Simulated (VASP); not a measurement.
Hg, 1 atom in the cell. The structure is tetragonal, space group I4/mmm (No. 139). Conventional cell: a = 3.753 Å, b = 3.753 Å, c = 3.834 Å, α = 90.00°, β = 90.00°, γ = 90.00°. Within 4.3 Å of Hg (site symmetry 4/mmm) lie 14 Hg at 3.27 to 3.83 Å. 

- Program: VASP 6.6.1
- Task: single point
- Functional: BLYP
- Potentials or basis: VASP PAW PBE potentials, release 64 (Hg)
- Cutoff: 520 eV
- k mesh: 7 × 7 × 7
- Occupations: methfessel-paxton, width 0.1 eV
- Spin: non-collinear spin, zero start, spin-orbit coupling
- Starting moments: [[0.0, 0.0, 0.0]] μB
- Dipole correction: no
- Further INCAR settings: ALGO = Normal; EDIFF = 1e-06; NBANDS = 23

Potentials or basis: VASP PAW PBE potentials, release 64 (Hg).

The run is started by

```bash
$ cat potpaw_PBE.64/Hg/POTCAR > POTCAR
$ mpirun -np 1 vasp_ncl > vasp.out
```

Hardware: 1 thread of Intel Xeon 6975P-C, with other jobs on the host.

Estimate the wall time of this run.

Run time: 37 s on 1 thread of Intel Xeon 6975P-C, with other jobs on the host, peak memory 0.21 GiB. Counts: scf iterations 12, k points 40.
